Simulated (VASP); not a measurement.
# TiAl (P-6m2) in VASP: further runs

TiAl is run at these levels: PBEsol; tasks: single point.

All numbers are computed with VASP 6.6.1; they aren't measurements. Logs are shortened: lines on timing, memory, paths and dates and some standing lists are left out, and cuts for length are marked.

**1. The cell of the first run**

Symmetry: P-6m2, No. 187, hexagonal system. The conventional cell has a = 2.824 Å, b = 2.824 Å, c = 4.538 Å, α = 90.00°, β = 90.00°, γ = 120.00°. Ti (site symmetry -6m2) has 6 Al at 2.79 Å and 6 Ti at 2.82 Å within 3.7 Å. Within 3.7 Å of Al (site symmetry -6m2) lie 6 Ti at 2.79 Å and 6 Al at 2.82 Å.

**2. Single point, PBEsol (strain -0.015 along x and y, -0.030 along z)**

Input file INCAR:

```
PREC = Accurate
ENCUT = 520
EDIFF = 1E-7
ISMEAR = 0
SIGMA = 0.15
LREAL = F
LASPH = T
NELM = 100
ALGO = Normal
ISIF = 2
LWAVE = F
LCHARG = F
GGA = PS
NBANDS = 14
```

Input file KPOINTS:

```
regular mesh
0
Gamma
  18 18 10
```

Input file POSCAR:

```
TiAl
1.0
    2.8242532992      0.0000000000      0.0000000000
   -1.4121266496      2.4458751038      0.0000000000
    0.0000000000      0.0000000000      4.5377405100
Ti Al
1 1
Direct
    0.0000000000      0.0000000000      0.0000000000
    0.3333333333      0.6666666667      0.5000000000
```

Potentials or basis: VASP PAW PBE potentials, release 64 (Ti_sv, Al).

The run is started by

```console
$ cat potpaw_PBE.64/Ti_sv/POTCAR potpaw_PBE.64/Al/POTCAR > POTCAR
$ mpirun -np 1 vasp_std > vasp.out
```

OUTCAR:

```text
PREC = Accurate
   ENCUT = 520
   EDIFF = 1E-7
   ISMEAR = 0
   LREAL = F
   LASPH = T
   NELM = 100
   ISIF = 2
   GGA = PS

 ion  position               nearest neighbor table
   1  0.000  0.000  0.000-   2 2.79   2 2.79   2 2.79   2 2.79   2 2.79   2 2.79
   2  0.333  0.667  0.500-   1 2.79   1 2.79   1 2.79   1 2.79   1 2.79   1 2.79

  LATTYP: Found a hexagonal cell.
 ALAT       =     2.8242532992
 C/A-ratio  =     1.6067045089

  Lattice vectors:

 A1 = (   2.8242532992,   0.0000000000,   0.0000000000)
 A2 = (  -1.4121266496,   2.4458751038,   0.0000000000)
 A3 = (   0.0000000000,   0.0000000000,   4.5377405100)

Analysis of symmetry for initial positions (statically):
=====================================================================
 Subroutine PRICEL returns:
 Original cell was already a primitive cell.

 Routine SETGRP: Setting up the symmetry group for a
 hexagonal supercell.

 Subroutine GETGRP returns: Found 12 space group operations
 (whereof 12 operations were pure point group operations)
 out of a pool of 24 trial point group operations.

The static configuration has the point symmetry D_3h.

Analysis of symmetry for dynamics (positions and initial velocities):
=====================================================================
 Subroutine PRICEL returns:
 Original cell was already a primitive cell.

 Routine SETGRP: Setting up the symmetry group for a
 hexagonal supercell.

 Subroutine GETGRP returns: Found 12 space group operations
 (whereof 12 operations were pure point group operations)
 out of a pool of 24 trial point group operations.

The dynamic configuration has the point symmetry D_3h.

 Subroutine INISYM returns: Found 12 space group operations
 (whereof 12 operations are pure point group operations),
 and found     1 'primitive' translations

----------------------------------------------------------------------------------------

                                     Primitive cell

  volume of cell :      31.3457

  direct lattice vectors                    reciprocal lattice vectors
     2.824253299  0.000000000  0.000000000     0.354075890  0.204425810  0.000000000
    -1.412126650  2.445875104  0.000000000     0.000000000  0.408851621  0.000000000
     0.000000000  0.000000000  4.537740510     0.000000000  0.000000000  0.220373994

  length of vectors
     2.824253299  2.824253299  4.537740510     0.408851621  0.408851621  0.220373994

  position of ions in fractional coordinates (direct lattice)
     0.000000000  0.000000000  0.000000000
[... 83 lines left out ...]
   NFREE  =      0    steps in history (QN), initial steepest desc. (CG)
   ISIF   =      2    stress and relaxation
   ISYM   =      2    0-nonsym 1-usesym 2-fastsym
   POTIM  = 0.5000    time-step for ionic-motion
   TEBEG  =    0.0;   TEEND  =   0.0 temperature during run
   PSTRESS=    0.0 pullay stress
   NELECT =      15.0000    total number of electrons
   NUPDOWN=      -1.0000    fix difference up-down
   EMIN   =  10.00;   EMAX   =-10.00  energy-range for DOS
   EFERMI =   0.00;   METHOD = LEGACY
   ISMEAR =     0;   SIGMA  =   0.15  broadening in eV -4-tet -1-fermi 0-gaus
   EFERMI_NEDOS =   21; number of points for ismear=-14 and -15
   IALGO  =     38    algorithm
   IMIX   =      4    mixing-type and parameters
     AMIX     =   0.40;   BMIX     =  1.00
     AMIX_MAG =   1.60;   BMIX_MAG =  1.00
  volume/ion in A,a.u.               =      15.67       105.77
  Fermi-wavevector in a.u.,A,eV,Ry     =   1.280499  2.419793 22.309184  1.639679
  Thomas-Fermi vector in A             =   2.412924
   LORBIT       =      0    0 simple, 1 ext, 2 COOP (PROOUT), +10 PAW based schemes
   GGA     = PS    functional components
   LHFCALC =     F    Hartree Fock is set to
   AEXX    =    0.0000 exact exchange contribution
   IVDW    =     0    specifies the selected vdW correction
   LEPSILON=     F    determine dielectric tensor
   LRPA    =     F    only Hartree local field effects (RPA)
 non-spin polarized calculation
 Gauss-broadening in eV      SIGMA  =   0.15
  energy-cutoff  :      520.00
  volume of cell :       31.35
 maximum number of plane-waves:       858
 NGX is ok and might be reduce to    24
   NGX = 11   NGY = 11   NGZ = 17

 number of electron      15.0000003 magnetization

 Free energy of the ion-electron system (eV)
  ---------------------------------------------------
  ext. energy  EPLUGINS =         0.00000000
  ---------------------------------------------------
  free energy    TOTEN  =       -12.93130175 eV

  energy without entropy =      -12.90371410  energy(sigma->0) =      -12.91750792

 E-fermi :   8.3904     XC(G=0): -11.2948

 val. band max:        8.3838543317   @ k =   0.3333   0.2778   0.4000
 cond. band min:       8.3921014321   @ k =   0.1667   0.0000   0.5000
 fundamental gap:      0.0082471004
 Fermi energy:         8.3903553981

 k-point     1 :       0.0000    0.0000    0.0000
  band No.  band energies     occupation
      1     -47.7654      2.00000
      2     -24.2026      2.00000
      3     -23.7223      2.00000
      4     -23.7223      2.00000
      5      -0.7890      2.00000
      6       6.0777      2.00000
      7       6.6750      2.00000
      8       9.7330      0.00000
      9       9.7330      0.00000
     10      11.3116      0.00000
     11      11.3116      0.00000
     12      12.7870      0.00000
     13      21.5711      0.00000
     14      21.5711      0.00000
[... 377 lines left out ...]
      1     -47.6489      2.00000
      2     -24.3553      2.00000
      3     -24.0889      2.00000
      4     -23.9224      2.00000
      5       4.0392      2.00000
      6       6.3735      2.00000
      7       6.8737      2.00000
      8       7.5624      2.00000
      9      10.0264      0.00000
     10      11.7040      0.00000
     11      12.7827      0.00000
     12      13.3149      0.00000
     13      14.2161      0.00000
     14      15.3436      0.00000

 [... further k-points ...]
[... 5 lines left out ...]
  --------------------------------------------------------------------------------------
  -------------------------------------------------------------------------------------
  Total        0.6959275      0.6959275      1.1404987      0.0000000      0.0000000      0.0000000
  in kB       35.5710767     35.5710767     58.2945307      0.0000000      0.0000000      0.0000000
  external PRESSURE =      43.1455614 kB  Pullay stress =       0.0000000 kB

 VOLUME and BASIS-vectors are now :
 -----------------------------------------------------------------------------
  energy-cutoff  :      520.00
  volume of cell :       31.35
      direct lattice vectors                 reciprocal lattice vectors
     2.824253299  0.000000000  0.000000000     0.354075890  0.204425810  0.000000000
    -1.412126650  2.445875104  0.000000000     0.000000000  0.408851621  0.000000000
     0.000000000  0.000000000  4.537740510     0.000000000  0.000000000  0.220373994

 POSITION                                       TOTAL-FORCE (eV/Angst)
 -----------------------------------------------------------------------------------
      0.00000      0.00000      0.00000        -0.000000      0.000000      0.000000
     -0.00000      1.63058      2.26887         0.000000      0.000000      0.000000
 -----------------------------------------------------------------------------------
    total drift:                                0.000000     -0.000000      0.000000

  FREE ENERGIE OF THE ION-ELECTRON SYSTEM (eV)
  ---------------------------------------------------
  free  energy   TOTEN  =       -12.9313017455 eV

  energy  without entropy=      -12.9037141035  energy(sigma->0) =      -12.91750792
```

stdout:

```text
POSCAR found type information on POSCAR TiAl
 POSCAR found :  2 types and       2 ions
 scaLAPACK will be used
 -----------------------------------------------------------------------------
|                                                                             |
|                                                                             |
|     You enforced a specific xc type in the INCAR file but a different       |
|     I HOPE YOU KNOW WHAT YOU ARE DOING!                                     |
|                                                                             |
 -----------------------------------------------------------------------------

 LDA part: xc-table for (Slater+PW92), standard interpolation
 POSCAR, INCAR and KPOINTS ok, starting setup
 FFT: planning ... GRIDC
 FFT: planning ... GRID_SOFT
 FFT: planning ... GRID
 WAVECAR not read
 entering main loop
```

It took 38 s on 1 thread of Intel Xeon 6975P-C (Granite Rapids), shared host; peak memory 0.23 GiB.

Results:

```yaml
Free_energy: -12.9313 eV
Pressure: 4.3 GPa
```

Caveat: the cell differs from its parent crystal (strain -0.015 along x and y, -0.030 along z); the PAW data sets were made with another functional, which shifts forces and pressure a little.

**3. Single point, PBEsol (strain -0.030 along x and y, +0.015 along z)**

Input file INCAR:

```
SYSTEM = TiAl
PREC = Accurate ; ENCUT = 520
EDIFF = 1E-6 ; ISMEAR = 0
SIGMA = 0.15 ; LREAL = .FALSE.
LASPH = .TRUE. ; NELM = 60
ALGO = Normal ; ISIF = 2
LWAVE = .FALSE. ; LCHARG = .FALSE.
GGA = PS ; NBANDS = 14
```

Input file KPOINTS:

```
Automatic mesh
0
G
  18 18 10
  0 0 0
```

Input file POSCAR:

```
TiAl
1.0
    2.7812443657      0.0000000000      0.0000000000
   -1.3906221828      2.4086282748      0.0000000000
    0.0000000000      0.0000000000      4.7482542450
Ti Al
1 1
Direct
    0.0000000000      0.0000000000      0.0000000000
    0.3333333333      0.6666666667      0.5000000000
```

Potentials or basis: VASP PAW PBE potentials, release 64 (Ti_sv, Al).

The run is started by

```console
$ cat potpaw_PBE.64/Ti_sv/POTCAR potpaw_PBE.64/Al/POTCAR > POTCAR
$ mpirun -np 1 vasp_std > vasp.out
```

OUTCAR:

```text
SYSTEM = TiAl
   PREC = Accurate
   ENCUT = 520
   EDIFF = 1E-6
   ISMEAR = 0
   LREAL = .FALSE.
   LASPH = .TRUE.
   NELM = 60
   ISIF = 2
   GGA = PS

 ion  position               nearest neighbor table
   1  0.000  0.000  0.000-   2 2.87   2 2.87   2 2.87   2 2.87   2 2.87   2 2.87
   2  0.333  0.667  0.500-   1 2.87   1 2.87   1 2.87   1 2.87   1 2.87   1 2.87

  LATTYP: Found a hexagonal cell.
 ALAT       =     2.7812443657
 C/A-ratio  =     1.7072409399

  Lattice vectors:

 A1 = (   2.7812443657,   0.0000000000,   0.0000000000)
 A2 = (  -1.3906221828,   2.4086282748,   0.0000000000)
 A3 = (   0.0000000000,   0.0000000000,   4.7482542450)

Analysis of symmetry for initial positions (statically):
=====================================================================
 Subroutine PRICEL returns:
 Original cell was already a primitive cell.

 Routine SETGRP: Setting up the symmetry group for a
 hexagonal supercell.

 Subroutine GETGRP returns: Found 12 space group operations
 (whereof 12 operations were pure point group operations)
 out of a pool of 24 trial point group operations.

The static configuration has the point symmetry D_3h.

[... 168 lines left out ...]
 k-point     1 :       0.0000    0.0000    0.0000
  band No.  band energies     occupation
      1     -47.9007      2.00000
      2     -24.3353      2.00000
      3     -23.7961      2.00000
      4     -23.7961      2.00000
      5      -0.9656      2.00000
      6       5.7448      2.00000
      7       6.0727      2.00000
      8       9.6501      0.00000
      9       9.6501      0.00000
     10      11.3413      0.00000
     11      11.3413      0.00000
     12      11.8516      0.00000
     13      21.9298      0.00000
     14      21.9298      0.00000
[... 377 lines left out ...]
      1     -47.7626      2.00000
      2     -24.5179      2.00000
      3     -24.2057      2.00000
      4     -24.0239      2.00000
      5       4.0201      2.00000
      6       6.4289      2.00000
      7       6.7294      2.00000
      8       7.4290      2.00000
      9      10.0038      0.00000
     10      11.5052      0.00000
     11      12.4954      0.00000
     12      12.8831      0.00000
     13      14.0688      0.00000
     14      15.1920      0.00000

 [... further k-points ...]
[... 5 lines left out ...]
  --------------------------------------------------------------------------------------
  -------------------------------------------------------------------------------------
  Total        0.9238483      0.9238483     -0.7427704      0.0000000     -0.0000000     -0.0000000
  in kB       46.5337843     46.5337843    -37.4129774      0.0000000     -0.0000000     -0.0000000
  external PRESSURE =      18.5515304 kB  Pullay stress =       0.0000000 kB

 VOLUME and BASIS-vectors are now :
 -----------------------------------------------------------------------------
  energy-cutoff  :      520.00
  volume of cell :       31.81
      direct lattice vectors                 reciprocal lattice vectors
     2.781244366  0.000000000  0.000000000     0.359551290  0.207587034  0.000000000
    -1.390622183  2.408628275  0.000000000     0.000000000  0.415174068  0.000000000
     0.000000000  0.000000000  4.748254245     0.000000000  0.000000000  0.210603718

 POSITION                                       TOTAL-FORCE (eV/Angst)
 -----------------------------------------------------------------------------------
      0.00000      0.00000      0.00000        -0.000000     -0.000000      0.000000
     -0.00000      1.60575      2.37413         0.000000      0.000000      0.000000
 -----------------------------------------------------------------------------------
    total drift:                                0.000000     -0.000000      0.000000

  FREE ENERGIE OF THE ION-ELECTRON SYSTEM (eV)
  ---------------------------------------------------
  free  energy   TOTEN  =       -12.9166308288 eV

  energy  without entropy=      -12.8933675981  energy(sigma->0) =      -12.90499921
```

OSZICAR:

```text
N       E                     dE             d eps       ncg     rms          rms(c)
DAV:   1     0.101835177105E+03    0.10184E+03   -0.71362E+03  6216   0.109E+03
DAV:   2    -0.849036260244E+01   -0.11033E+03   -0.10595E+03  6462   0.303E+02
DAV:   3    -0.141912129772E+02   -0.57009E+01   -0.55834E+01  9392   0.665E+01
DAV:   4    -0.143544097763E+02   -0.16320E+00   -0.16295E+00  6994   0.100E+01
DAV:   5    -0.143606215104E+02   -0.62117E-02   -0.62112E-02  9424   0.181E+00    0.979E+00
DAV:   6    -0.132082911961E+02    0.11523E+01   -0.52703E+00  7122   0.293E+01    0.370E+00
DAV:   7    -0.129438572009E+02    0.26443E+00   -0.65526E-01  6840   0.932E+00    0.221E+00
DAV:   8    -0.129183428435E+02    0.25514E-01   -0.15713E-01  7242   0.449E+00    0.753E-01
DAV:   9    -0.129176195106E+02    0.72333E-03   -0.31283E-02  7082   0.257E+00    0.325E-01
DAV:  10    -0.129166180167E+02    0.10015E-02   -0.51554E-03  7202   0.903E-01    0.707E-02
DAV:  11    -0.129166385886E+02   -0.20572E-04   -0.38705E-04  7634   0.175E-01    0.475E-02
DAV:  12    -0.129166345286E+02    0.40600E-05   -0.19508E-05  7840   0.402E-02    0.290E-02
DAV:  13    -0.129166313059E+02    0.32227E-05   -0.45169E-06  6990   0.243E-02    0.707E-03
DAV:  14    -0.129166308288E+02    0.47712E-06   -0.67123E-07  3960   0.842E-03
   1 F= -.12916631E+02 E0= -.12904999E+02  d E =-.232632E-01
```

It took 32 s on 1 thread of Intel Xeon 6975P-C (Granite Rapids), shared host; peak memory 0.23 GiB.

Results:

```yaml
Free_energy: -12.9166 eV
Pressure: 1.9 GPa
```

Stress tensor (GPa, compression positive):
```
 4.65  0.00  0.00
 0.00  4.65  0.00
 0.00  0.00 -3.74
```

Levels at points of the mesh, in eV from the Fermi level:
```tsv
k point	band 5	band 6	band 7	band 8	band 9	band 10
(0.00, 0.00, 0.00)	-9.27	-2.56	-2.24	1.34	1.34	3.03
(0.50, 0.00, 0.00)	-3.78	-2.74	-1.71	-1.18	2.29	4.03
(0.00, 0.00, 0.50)	-8.45	-5.49	-0.75	1.35	1.35	2.98
(0.50, 0.00, 0.50)	-3.73	-2.52	-1.97	0.68	0.91	2.14
```

Caveat: the cell differs from its parent crystal (strain -0.030 along x and y, +0.015 along z); the PAW data sets were made with another functional, which shifts forces and pressure a little.
